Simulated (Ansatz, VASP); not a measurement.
# One calculation of Au, two programs

The input INCAR:

```
ALGO     = Normal         # electronic algorithm
EDIFF    = 1E-6           # SCF threshold, eV
ENCUT    = 520            # plane-wave cutoff, eV
GGA      = RP             # functional
ISIF     = 2              # what is computed and relaxed
ISMEAR   = -1             # smearing method
ISPIN    = 2              # spin polarisation
IVDW     = 13             # dispersion correction
LASPH    = T              # aspherical terms in the spheres
LCHARG   = T              # write CHGCAR
LDAU     = T              # DFT+U
LDAUJ    = 0            
LDAUL    = 2              # shell
LDAUPRINT= 1            
LDAUTYPE = 2            
LDAUU    = 3              # U, eV
LELF     = T              # ELF
LMAXMIX  = 4              # l up to which the mixer works
LORBIT   = 11             # projections on sites
LREAL    = F              # projectors in reciprocal space
LVHAR    = T            
LWAVE    = F              # write WAVECAR
MAGMOM   = 2              # initial moments
NBANDS   = 16             # bands
NELM     = 150            # most SCF steps
NUPDOWN  = 2.0            # fixed moment
PREC     = Accurate       # precision mode
SIGMA    = 0.02           # smearing width, eV
```

KPOINTS

```
k-points
0
Gamma
  11 11 11
```

File POSCAR:

```
Au
1.0
    0.0060019241      1.9745742498      1.9917424760
    2.0335708028      0.0100201863      1.9877242137
    2.0323002796      1.9692854644      0.0112907095
Au
1
Direct
   -0.0089470000      0.0054120000     -0.0062730000
```

The input input.yaml:

```yaml
crystal:
  lattice:
    - [0.0060019241, 1.9745742498, 1.991742476]
    - [2.0335708028, 0.0100201863, 1.9877242137]
    - [2.0323002796, 1.9692854644, 0.0112907095]
  atoms:
    - { symbol: Au, position: [-0.008947, 0.005412, -0.006273], spin: 2.0 }
kpoints:
  mp_grid: { grid: [11, 11, 11] }
scf:
  occupations: { method: fermi_dirac, width: 0.02 }
hamiltonian:
  xc: rpbe
  dispersion: d4
  pseudopotentials: { kind: all_electron, lapw: { basis_error: 0.001 } }
  hubbard:
    sites: [{ species: Au, l: d, u_eff: 3 }]
    double_counting: fll
    projectors: ortho-atomic
magnetization:
  spin_polarized: true
  initial_magnetization: 2.0
  spin_locking: { lock_magnetization: hard }
output:
  forces: true
  stress: true
  eigenvalues: true
  hubbard: {}
```

Change from the starting cell: volume scaled by 0.94.

Alike in both runs: task single point; functional RPBE; dispersion D4; k mesh 11 × 11 × 11; occupations fermi-dirac, width 0.02 eV; collinear spin; fixed moment 2 μB; Hubbard terms Au d U = 3.0 eV.

|  | VASP | Ansatz |
| --- | --- | --- |
| version | VASP 6.6.1 | Ansatz 0.2.0 |
| potentials or method | VASP PAW PBE potentials, release 64 (Au), cutoff 520 eV | all-electron LAPW, scalar-relativistic |

Ansatz gave:

- pressure (GPa): 59.1
- traceless stress, the component that is largest in VASP (GPa): -0.65
- size of the moment on the site where the two differ most (μB): 1.74

Question: What did VASP give for the same quantities?

Answer: Pressure (GPa): 51.9; traceless stress, the component that is largest in VASP (GPa): -0.25; size of the moment on the site where the two differ most (μB): 1.71.

VASP's potentials were made for PBE, not for RPBE. Site moments also hang on the region over which each program counts them. The programs project onto different local orbitals, so the same U acts differently, and such runs can settle in different states. The pressures are high and differ by over a tenth, so treat them with care. Ansatz ran all-electron here, and VASP with PAW potentials.

Spin-orbit coupling is off throughout. Noted on Ansatz's run: U is the effective U less J, on atomic orbitals that reach past the spheres.
